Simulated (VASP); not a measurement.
# AlO2 in VASP: a series of runs

AlO2 is run at these levels: PBE; tasks: single point, relaxation of cell and atoms.

Everything below comes from runs of VASP 6.6.1. Logs are shortened: lines on timing, memory, paths and dates and some standing lists are left out, and cuts for length are marked.

**1. The cell of the first run**

It takes space group P4/mmm (No. 123, tetragonal). Conventional cell: a = 3.519 Å, b = 3.519 Å, c = 4.634 Å, α = 90.00°, β = 90.00°, γ = 90.00°. Al (site symmetry 4/mmm) has 4 O at 1.76 Å within 2.3 Å. Within 2.3 Å of O (site symmetry mmm) lie 2 Al at 1.76 Å.

**2. Single point, PBE, collinear spin, ferromagnetic start**

Input file INCAR:

```
PREC = Accurate
ENCUT = 520
EDIFF = 1E-7
ISMEAR = 0
SIGMA = 0.1
LREAL = F
LASPH = T
NELM = 150
ALGO = Normal
ISIF = 2
LWAVE = F
LCHARG = T
ISPIN = 2
MAGMOM = 0 1 1
LORBIT = 11
GGA = PE
LELF = T
LVHAR = T
NBANDS = 18
```

Input file KPOINTS:

```
Automatic mesh
0
Gamma
  6 6 4
```

Input file POSCAR:

```
AlO2
1.0
    3.5188965301      0.0000000000      0.0000000000
    0.0000000000      3.5188965301      0.0000000000
    0.0000000000      0.0000000000      4.6335373057
Al O
1 2
Direct
    0.5000000000      0.5000000000      0.0000000000
    0.5000000000      0.0000000000      0.0000000000
    0.0000000000      0.5000000000      0.0000000000
```

Potentials or basis: VASP PAW PBE potentials, release 64 (Al, O).

Started as:

```bash
$ cat potpaw_PBE.64/Al/POTCAR potpaw_PBE.64/O/POTCAR > POTCAR
$ mpirun -np 1 vasp_std > vasp.out
```

OUTCAR:

```text
PREC = Accurate
   ENCUT = 520
   EDIFF = 1E-7
   ISMEAR = 0
   LREAL = F
   LASPH = T
   NELM = 150
   ISIF = 2
   ISPIN = 2
   LORBIT = 11
   GGA = PE

 ion  position               nearest neighbor table
   1  0.500  0.500  0.000-   2 1.76   3 1.76   2 1.76   3 1.76
   2  0.500  0.000  0.000-   1 1.76   1 1.76
   3  0.000  0.500  0.000-   1 1.76   1 1.76

  LATTYP: Found a simple tetragonal cell.
 ALAT       =     3.5188965301
 C/A-ratio  =     1.3167586106

  Lattice vectors:

 A1 = (   3.5188965301,   0.0000000000,   0.0000000000)
 A2 = (   0.0000000000,   3.5188965301,   0.0000000000)
 A3 = (   0.0000000000,   0.0000000000,   4.6335373057)

Analysis of symmetry for initial positions (statically):
=====================================================================
 Subroutine PRICEL returns:
 Original cell was already a primitive cell.

 Routine SETGRP: Setting up the symmetry group for a
 simple tetragonal supercell.

 Subroutine GETGRP returns: Found 16 space group operations
 (whereof 16 operations were pure point group operations)
 out of a pool of 16 trial point group operations.

The static configuration has the point symmetry D_4h.

Analysis of symmetry for dynamics (positions and initial velocities):
=====================================================================
 Subroutine PRICEL returns:
 Original cell was already a primitive cell.

 Routine SETGRP: Setting up the symmetry group for a
 simple tetragonal supercell.

 Subroutine GETGRP returns: Found 16 space group operations
 (whereof 16 operations were pure point group operations)
 out of a pool of 16 trial point group operations.

The dynamic configuration has the point symmetry D_4h.

Analysis of structural, dynamic, and magnetic symmetry:
=====================================================================
 Subroutine PRICEL returns:
 Original cell was already a primitive cell.

 Routine SETGRP: Setting up the symmetry group for a
 simple tetragonal supercell.

 Subroutine GETGRP returns: Found 16 space group operations
 (whereof 16 operations were pure point group operations)
 out of a pool of 16 trial point group operations.

The overall configuration has the point symmetry D_4h.

 Subroutine INISYM returns: Found 16 space group operations
 (whereof 16 operations are pure point group operations),
 and found     1 'primitive' translations

[... 120 lines left out ...]
   LORBIT       =     11    0 simple, 1 ext, 2 COOP (PROOUT), +10 PAW based schemes
   GGA     = PE    functional components
   LHFCALC =     F    Hartree Fock is set to
   AEXX    =    0.0000 exact exchange contribution
   IVDW    =     0    specifies the selected vdW correction
   LEPSILON=     F    determine dielectric tensor
   LRPA    =     F    only Hartree local field effects (RPA)
 spin polarized calculation
 Gauss-broadening in eV      SIGMA  =   0.10
  energy-cutoff  :      520.00
  volume of cell :       57.38
 maximum number of plane-waves:      1570
 NGX is ok and might be reduce to    28

 number of electron      15.0000009 magnetization       0.9362077

 Free energy of the ion-electron system (eV)
  ---------------------------------------------------
  ext. energy  EPLUGINS =         0.00000000
  ---------------------------------------------------
  free energy    TOTEN  =       -18.79503695 eV

  energy without entropy =      -18.79373339  energy(sigma->0) =      -18.79438517

 E-fermi :  -0.6787     XC(G=0):  -7.0763

 val. band max:       -0.8030344495   @ k =   0.5000   0.3333   0.5000
 cond. band min:      -0.5695339589   @ k =   0.1667   0.0000   0.0000
 fundamental gap:      0.2335004906
 Fermi energy:        -0.6786755301

 spin component 1

 k-point     1 :       0.0000    0.0000    0.0000
  band No.  band energies     occupation
      1     -19.2580      1.00000
      2     -17.0206      1.00000
      3      -5.6041      1.00000
      4      -5.6041      1.00000
      5      -3.8526      1.00000
      6      -1.5030      1.00000
[... 493 lines left out ...]
     17      17.1366      0.00000
     18      17.2088      0.00000

 [... further k-points ...]

 spin component 2

 k-point     1 :       0.0000    0.0000    0.0000
  band No.  band energies     occupation
      1     -18.5690      1.00000
      2     -16.2246      1.00000
      3      -5.1135      1.00000
      4      -5.1135      1.00000
      5      -3.6160      1.00000
      6      -1.0038      1.00000
[... 493 lines left out ...]
     17      17.1998      0.00000
     18      17.2375      0.00000

 [... further k-points ...]

------------------------ aborting loop because EDIFF is reached ----------------------------------------

  FORCE on cell =-STRESS in cart. coord.  units (eV):
  Direction    XX          YY          ZZ          XY          YZ          ZX
  --------------------------------------------------------------------------------------
  -------------------------------------------------------------------------------------
  Total        0.5647477      0.5647477      0.0767913      0.0000000      0.0000000      0.0000000
  in kB       15.7702805     15.7702805      2.1443566      0.0000000      0.0000000      0.0000000
  external PRESSURE =      11.2283059 kB  Pullay stress =       0.0000000 kB

 VOLUME and BASIS-vectors are now :
 -----------------------------------------------------------------------------
  energy-cutoff  :      520.00
  volume of cell :       57.38
      direct lattice vectors                 reciprocal lattice vectors
     3.518896530  0.000000000  0.000000000     0.284179995  0.000000000  0.000000000
     0.000000000  3.518896530  0.000000000     0.000000000  0.284179995  0.000000000
     0.000000000  0.000000000  4.633537306     0.000000000  0.000000000  0.215817837

 POSITION                                       TOTAL-FORCE (eV/Angst)
 -----------------------------------------------------------------------------------
      1.75945      1.75945      0.00000         0.000000      0.000000      0.000000
      1.75945      0.00000      0.00000         0.000000      0.000000      0.000000
      0.00000      1.75945      0.00000         0.000000      0.000000      0.000000
 -----------------------------------------------------------------------------------
    total drift:                                0.000000     -0.000000     -0.000000

  FREE ENERGIE OF THE ION-ELECTRON SYSTEM (eV)
  ---------------------------------------------------
  free  energy   TOTEN  =       -18.7950369473 eV

  energy  without entropy=      -18.7937333868  energy(sigma->0) =      -18.79438517

 total charge

# of ion       s       p       d       tot
------------------------------------------
    1        0.332   0.435   0.000   0.767
    2        1.571   3.460   0.000   5.030
    3        1.571   3.460   0.000   5.030
--------------------------------------------------
tot          3.473   7.355   0.000  10.828

 magnetization (x)

# of ion       s       p       d       tot
------------------------------------------
    1       -0.006  -0.008   0.000  -0.014
    2        0.008   0.404   0.000   0.412
    3        0.008   0.404   0.000   0.412
--------------------------------------------------
tot          0.010   0.799   0.000   0.809
```

It took 48 s on 1 thread of Intel Xeon Platinum 8488C (Sapphire Rapids), shared host; peak memory 0.19 GiB.

What came out:

```
Free energy                                           : -18.7950 eV
Pressure                                              : 1.1 GPa
Net moment                                            : 0.94 μB per cell
Site moments                                          : Al -0.01; O +0.41 μB
Valence electrons inside the program's atomic spheres : Al 0.77; O 5.03
```

**3. Single point, PBE, collinear spin, ferromagnetic start**

This run uses another cell than the first one: it holds 6 atoms, not 3.

Input file INCAR:

```
SYSTEM = AlO2
ALGO = Normal ; EDIFF = 1E-6
ENCUT = 520 ; GGA = PE
ISIF = 2 ; ISMEAR = 0
ISPIN = 2 ; LASPH = .TRUE.
LCHARG = .TRUE. ; LELF = .TRUE.
LORBIT = 11 ; LREAL = .FALSE.
LVHAR = .TRUE. ; LWAVE = .FALSE.
MAGMOM = 0 0 1 1 1 1 ; NBANDS = 28
NELM = 150 ; PREC = Accurate
SIGMA = 0.1
```

Input file KPOINTS:

```
k-points
0
G
  4 4 4
  0 0 0
```

Input file POSCAR:

```
AlO2
1.0
    4.1457144700      0.0000000000      0.0000000000
    0.0000000000      4.1457144700      0.0000000000
    0.0000000000      0.0000000000      3.7484699800
Al O
2 4
Direct
    0.0000000000      0.5000000000      0.0000000000
    0.5000000000      0.0000000000      0.0000000000
    0.2379686900      0.7379686900      0.0000000000
    0.7620313100      0.2620313100      0.0000000000
    0.7379686900      0.7620313100      0.0000000000
    0.2620313100      0.2379686900      0.0000000000
```

Potentials or basis: VASP PAW PBE potentials, release 64 (Al, O).

Started as:

```bash
$ cat potpaw_PBE.64/Al/POTCAR potpaw_PBE.64/O/POTCAR > POTCAR
$ mpirun -np 1 vasp_std > vasp.out
```

Wall time 36 s (1 thread of Intel Xeon Platinum 8488C (Sapphire Rapids), shared host); peak memory 0.2 GiB.

The run converged. Its results:

- Free energy: -21.5145 eV
- Pressure: 160.6 GPa
- Largest force: 11.589 eV/Å
- Net moment: 0.29 μB per cell
- Site moments: Al +0.00; O +0.07 μB
- Valence electrons inside the program's atomic spheres: Al 1.56; O 5.39

Forces in eV/Å, atoms in the order of the input:
```
Al   0.000  0.000  0.000
Al   0.000  0.000  0.000
O    8.195  8.195  0.000
O   -8.195 -8.195  0.000
O    8.195 -8.195  0.000
O   -8.195  8.195  0.000
```

Stress tensor (GPa, compression positive):
```
240.14   0.00   0.00
  0.00 240.14   0.00
  0.00   0.00   1.56
```

Levels at points of the mesh, in eV from the Fermi level:
Spin up:
| k point | band 13 | band 14 | band 15 | band 16 | band 17 | band 18 |
| --- | --- | --- | --- | --- | --- | --- |
| (0.00, 0.00, 0.00) | -1.36 | -0.15 | -0.15 | 1.69 | 1.91 | 7.74 |
| (0.50, 0.00, 0.00) | -2.57 | -2.57 | 0.28 | 0.28 | 3.97 | 3.97 |
| (0.50, 0.50, 0.00) | -3.30 | -3.30 | -2.81 | -2.81 | 5.00 | 5.00 |
| (0.00, 0.00, 0.50) | -1.55 | -0.14 | -0.14 | 1.69 | 5.14 | 6.06 |
| (0.50, 0.00, 0.50) | -2.88 | -2.88 | 0.29 | 0.29 | 6.26 | 6.26 |
| (0.50, 0.50, 0.50) | -3.28 | -3.28 | -2.76 | -2.76 | 6.87 | 6.87 |
Spin down:
```tsv
k point	band 11	band 12	band 13	band 14	band 15	band 16	band 17	band 18
(0.00, 0.00, 0.00)	-3.50	-2.52	-1.31	0.04	0.04	1.92	1.92	7.75
(0.50, 0.00, 0.00)	-4.12	-4.12	-2.52	-2.52	0.49	0.49	3.98	3.98
(0.50, 0.50, 0.00)	-3.78	-3.78	-3.12	-3.12	-2.64	-2.64	5.01	5.01
(0.00, 0.00, 0.50)	-3.91	-2.52	-1.49	0.05	0.05	1.93	5.13	6.08
(0.50, 0.00, 0.50)	-4.10	-4.10	-2.83	-2.83	0.50	0.50	6.27	6.27
(0.50, 0.50, 0.50)	-4.40	-4.40	-3.10	-3.10	-2.58	-2.58	6.89	6.89
```

Caveat: the k points lie up to 0.42 Å⁻¹ apart; forces of over 1 eV/Å act on the atoms, so gaps and moduli don't describe the material at rest.

**4. Relaxation of cell and atoms, PBE**

This run uses another cell than the first one: it holds 6 atoms, not 3.

Input file INCAR:

```
SYSTEM = AlO2
  PREC = Accurate
  ENCUT = 910
  EDIFF = 1E-7
  ISMEAR = 0
  SIGMA = 0.1
  LREAL = .FALSE.
  LASPH = .TRUE.
  NELM = 120
  ALGO = Normal
  ISIF = 3
  LWAVE = .FALSE.
  LCHARG = .FALSE.
  GGA = PE
  IBRION = 2
  NSW = 90
  EDIFFG = -0.04
  GGA_COMPAT = .FALSE.
  NELMIN = 4
```

Input file KPOINTS:

```
Automatic mesh
0
G
  4 4 4
  0 0 0
```

POSCAR is that of step 3.

Potentials or basis: VASP PAW PBE potentials, release 64 (Al, O_h).

Started as:

```bash
$ cat potpaw_PBE.64/Al/POTCAR potpaw_PBE.64/O_h/POTCAR > POTCAR
$ mpirun -np 1 vasp_std > vasp.out
```

Run time: 5.5 min. Hardware: 1 thread of Intel Xeon 6975P-C (Granite Rapids), shared host; peak memory 0.27 GiB.

Results (log left out):

- Free energy: -36.6552 eV
- Relaxed volume: 14.73 Å³/atom
- Relaxed cell: a = 4.885 Å, b = 4.885 Å, c = 3.703 Å, α = 90.00°, β = 90.00°, γ = 90.00°
- Space group after relaxing (to 0.05 Å): P4/mmm (No. 123)
- Energy gained by relaxing: 2516.8 meV/atom
- Ionic steps: 15
- Pressure after relaxing: -0.1 GPa
- Largest force after relaxing: 0.021 eV/Å
- Band gap on the k mesh: zero (band 15 reaches 1.35 eV, above the bottom of band 16 at -0.44 eV)

Forces on the atoms (eV/Å):
```
Al   0.000  0.000  0.000
Al   0.000  0.000  0.000
O   -0.015 -0.015  0.000
O    0.015  0.015  0.000
O   -0.015  0.015  0.000
O    0.015 -0.015  0.000
```

Stress tensor (GPa, compression positive):
```
 0.02  0.00  0.00
 0.00  0.02  0.00
 0.00  0.00 -0.41
```

The path:
```
step  energy change (eV)  largest force (eV/Å)  pressure (GPa)  volume (Å³)
   1              0.0000               11.7235          160.86        64.42
   2             27.5185                0.4914          -53.37       204.51
   3             -7.3092               10.4876            2.03       105.87
   4             -7.8796               11.5078            8.73       101.53
   5             -8.3764               13.1859           20.74        95.04
   6              8.8927                1.6995          -58.64       154.35
   7            -11.3588                1.1689          -31.32       108.51
   8            -12.1787                2.4385          -23.11       104.27
   9            -12.4177                4.0715          -14.12       100.67
  10            -14.6566                2.6138           11.47        85.25
  11            -14.6570                2.6273           11.34        85.30
  12            -14.5307                3.3151            2.94        88.26
  13            -15.0540                0.3298            5.05        86.61
  14            -15.0594                0.2818           -4.65        90.06
  15            -15.1006                0.0206           -0.13        88.36
```

Final structure:
```yaml
crystal:
  lattice:
    - [4.88517, 0.00000, 0.00000]
    - [0.00000, 4.88517, 0.00000]
    - [0.00000, 0.00000, 3.70265]
  atoms:
    - { symbol: Al, position: [0.00000, 0.50000, 0.00000] }
    - { symbol: Al, position: [0.50000, 0.00000, 0.00000] }
    - { symbol: O, position: [0.25008, 0.75008, 0.00000] }
    - { symbol: O, position: [0.74992, 0.24992, 0.00000] }
    - { symbol: O, position: [0.75008, 0.74992, 0.00000] }
    - { symbol: O, position: [0.24992, 0.25008, 0.00000] }
```

Levels at points of the mesh, in eV from the Fermi level:
| k point | band 12 | band 13 | band 14 | band 15 | band 16 | band 17 | band 18 | band 19 |
| --- | --- | --- | --- | --- | --- | --- | --- | --- |
| (0.00, 0.00, 0.00) | -1.41 | -0.36 | -0.07 | -0.07 | 1.18 | 2.76 | 6.74 | 8.46 |
| (0.50, 0.00, 0.00) | -2.15 | -0.92 | -0.92 | 0.31 | 0.31 | 4.46 | 4.46 | 10.41 |
| (0.50, 0.50, 0.00) | -1.63 | -1.52 | -1.52 | -1.46 | -1.46 | 5.00 | 5.00 | 8.44 |
| (0.00, 0.00, 0.50) | -1.74 | -0.64 | -0.05 | -0.05 | 1.18 | 4.16 | 6.54 | 7.55 |
| (0.50, 0.00, 0.50) | -2.46 | -1.36 | -1.36 | 0.33 | 0.33 | 5.60 | 5.60 | 9.43 |
| (0.50, 0.50, 0.50) | -2.18 | -1.52 | -1.52 | -1.40 | -1.40 | 5.88 | 5.88 | 9.89 |

Caveat: the k points lie up to 0.42 Å⁻¹ apart in the final cell; the cutoff is under 1.25 times the usual one of these potentials, so pressure, stress and relaxed cells hold a basis-set (Pulay) error; the volume moved by over 15 % at a fixed basis, so the end points are rough.

**5. The runs side by side**

| task | potentials or basis | spin | cell | k mesh | cutoff (eV) | second run | gap on the mesh (eV) | pressure (GPa) | moment (μB) | largest force (eV/Å) |
| --- | --- | --- | --- | --- | --- | --- | --- | --- | --- | --- |
| single point | VASP PAW PBE potentials, release 64 (Al, O) | collinear, ferromagnetic start | a = 3.519, b = 3.519, c = 4.634 Å, 3 atoms | 6 × 6 × 4 | 520 | - | none | 1.1 | 0.94 | - |
| single point | VASP PAW PBE potentials, release 64 (Al, O) | collinear, ferromagnetic start | a = 4.146, b = 4.146, c = 3.748 Å, 6 atoms | 4 × 4 × 4 | 520 | - | none | 160.6 | 0.29 | 11.59 |
| relaxation of cell and atoms | VASP PAW PBE potentials, release 64 (Al, O_h) | off | relaxed from a = 4.146, b = 4.146, c = 3.748 Å, 6 atoms | 4 × 4 × 4 | 910 | hard_potentials | none | -0.1 | - | 0.02 |

Alike in all rows: level PBE; smearing gaussian 0.1 eV.

Caveats: some runs use coarse meshes; forces of over 1 eV/Å act on the atoms, so gaps and moduli don't describe the material at rest (some runs); the cutoff is under 1.25 times the usual one of these potentials, so pressure, stress and relaxed cells hold a basis-set (Pulay) error (some runs); the volume moved by over 15 % at a fixed basis, so the end points are rough (some runs).

Absolute energies hang on the potentials; compare differences alone.
